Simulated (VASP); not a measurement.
Here is a VASP 6.6.1 calculation.

File INCAR:

```
PREC     = Accurate       # precision mode
ENCUT    = 400            # plane-wave cutoff, eV
EDIFF    = 1E-6           # SCF threshold, eV
ISMEAR   = 0              # smearing method
SIGMA    = 0.05           # smearing width, eV
LREAL    = False          # projectors in reciprocal space
LASPH    = True           # aspherical terms in the spheres
NELM     = 120            # most SCF steps
ALGO     = Normal         # electronic algorithm
ISIF     = 2              # what is computed and relaxed
LWAVE    = False          # write WAVECAR
LCHARG   = True           # write CHGCAR
GGA      = PE             # functional
IVDW     = 12             # dispersion correction
LELF     = True           # ELF
LVHAR    = True         
NBANDS   = 118            # bands
GGA_COMPAT= False
```

Contents of KPOINTS:

```
Automatic mesh
0
Gamma
  3 3 3
```

Contents of POSCAR:

```
W
1.0
    6.3200000000      0.0000000000      0.0000000000
    0.0000000000      6.3200000000      0.0000000000
    0.0000000000      0.0000000000      6.3200000000
W
15
Direct
   -0.0530976266      0.0517808544      0.0506566456
    0.4935639241     -0.0022579114     -0.0034860759
    0.0010090190      0.5052365506     -0.0034957278
    0.0009946203     -0.0022569620      0.5039283228
    0.2541281646      0.2561563291      0.2548813291
    0.5016085443      0.4971314873     -0.0001180380
    0.5016121835      0.0011196203      0.4959020570
   -0.0023688291      0.4971319620      0.4959063291
    0.2459417722      0.7528188291      0.2497370253
    0.2459596519      0.2509556962      0.7515512658
    0.5013186709      0.4974286392      0.4961968354
    0.7425936709      0.7446648734      0.2549080696
    0.7426367089      0.2561400316      0.7433742089
    0.2450276899      0.7537001582      0.7524905063
    0.7477794304      0.7528126582      0.7515661392
```

Potentials or basis: VASP PAW PBE potentials, release 64 (W_sv).

The run is started by

```bash
$ cat potpaw_PBE.64/W_sv/POTCAR > POTCAR
$ mpirun -np 1 vasp_std > vasp.out
```

Question: What does it give for the largest force?

Answer: 2.341 eV/Å.

Question: What does it give for the pressure?

Answer: -6.3 GPa.

Question: What does it give for the dispersion energy per atom?

Answer: -0.654 eV.

Question: Estimate the band gap on the k mesh.

Answer: Zero (band 105 reaches 10.34 eV, above the bottom of band 106 at 10.17 eV).

Forces on the atoms (eV/Å):
```
W    1.353 -1.346 -1.356
W   -0.089  0.122  0.119
W   -0.123  0.084  0.122
W   -0.119  0.122  0.091
W   -0.209  0.096  0.099
W   -0.151  0.154  0.025
W   -0.154  0.027  0.153
W   -0.026  0.154  0.151
W   -0.083  0.082  0.080
W   -0.084  0.081  0.084
W    0.037 -0.036 -0.037
W   -0.097  0.203  0.098
W   -0.099  0.097  0.212
W   -0.076  0.078  0.075
W   -0.080  0.082  0.083
```

Caveat: spin-orbit coupling is left out, which moves the levels of the heavy elements.
